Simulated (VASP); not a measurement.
Input of a VASP 6.6.1 run:

Contents of INCAR:

```
PREC = Accurate
ENCUT = 520
EDIFF = 1E-8
ISMEAR = -1
SIGMA = 0.05
LREAL = False
LASPH = True
NELM = 80
ALGO = Normal
ISIF = 2
LWAVE = False
LCHARG = False
LEFG = True
NBANDS = 16
```

Contents of KPOINTS:

```
regular mesh
0
Gamma
  11 11 11
```

The input POSCAR:

```
InP
1.0
    0.0000000000      2.8644851195      2.8644851195
    2.8644851195      0.0000000000      2.8644851195
    2.8644851195      2.8644851195      0.0000000000
In P
1 1
Direct
    0.0000000000      0.0000000000      0.0000000000
    0.5000000000      0.5000000000      0.5000000000
```

Potentials or basis: VASP PAW LDA potentials, release 64 (In_d, P).

Command:

```bash
$ cat potpaw_LDA.64/In_d/POTCAR potpaw_LDA.64/P/POTCAR > POTCAR
$ mpirun -np 1 vasp_std > vasp.out
```

(1) What does it give for the band gap on the k mesh?

(2) Estimate the pressure.

Results:

(1) zero (bands 9 and 10 overlap by 2.30 eV).

(2) -10.0 GPa.

Caveat: the cell stands under tension; spin-orbit coupling is left out, which moves the levels of the heavy elements.
